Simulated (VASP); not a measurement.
Crystal: ZnS.

```
Zn S
1.0
     3.80543    0.00000    0.00000
    -1.90271    3.29560    0.00000
     0.00000    0.00000    6.24402
Zn S
2 2
Direct
  0.33333 0.66667 0.00534
  0.66667 0.33333 0.50534
  0.33333 0.66667 0.37966
  0.66667 0.33333 0.87966
```

Program: VASP 6.6.1. Alike in all runs: task single point; no spin polarisation; cell as given; k mesh 12 × 12 × 4; cutoff (eV) 520.

Question: Order these runs on this cell by their band gap on the k mesh, lowest first.
A. level LDA; potentials or basis VASP PAW LDA potentials, release 64 (Zn, S); smearing gaussian 0.01 eV
B. level r2SCAN; potentials or basis VASP PAW PBE potentials, release 64 (Zn, S); smearing gaussian 0.01 eV
C. level PBE; potentials or basis VASP PAW PBE potentials, release 64 (Zn, S); smearing fermi-dirac 0.02 eV

Answer: A (1.99 eV), C (2.22 eV), B (2.79 eV).

Caveats: the cell stands under tension (at least some runs).

A k mesh can miss the band edges.
